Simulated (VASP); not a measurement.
A run of VASP 6.6.1:

Contents of INCAR:

```
SYSTEM = TiB5
PREC = Accurate ; ENCUT = 520
EDIFF = 1E-7 ; ISMEAR = 0
SIGMA = 0.1 ; LREAL = .False.
LASPH = .True. ; NELM = 100
ALGO = Normal ; ISIF = 2
LWAVE = .False. ; LCHARG = .False.
GGA = PE ; NBANDS = 22
```

Contents of KPOINTS:

```
Automatic mesh
0
Gamma
  6 6 4
  0 0 0
```

The input POSCAR:

```
TiB5
1.0
    4.3918041874      0.0000000000      0.0000000000
    0.0000000000      3.0476437706      0.0000000000
    0.0000000000      0.0000000000      5.8502404442
Ti B
1 5
Direct
    0.0000000000      0.0000000000      0.0000000000
    0.1830274115      0.0000000000      0.6452467677
    0.8169725885      0.0000000000      0.6452467677
    0.8169725885      0.0000000000      0.3547532323
    0.1830274115      0.0000000000      0.3547532323
    0.5000000000      0.0000000000      0.5000000000
```

Potentials or basis: VASP PAW PBE potentials, release 64 (Ti_sv, B).

Run with:

```console
$ cat potpaw_PBE.64/Ti_sv/POTCAR potpaw_PBE.64/B/POTCAR > POTCAR
$ mpirun -np 1 vasp_std > vasp.out
```

Hardware: 1 thread of Intel(R) Xeon(R) Platinum 8488C (Sapphire Rapids) (shared host).

Question: Estimate the wall time of this run.

Answer: It took 74 s on 1 thread of Intel(R) Xeon(R) Platinum 8488C (Sapphire Rapids), with other jobs on the host, peak memory 0.23 GiB. Counts: scf iterations 17, k points 48.
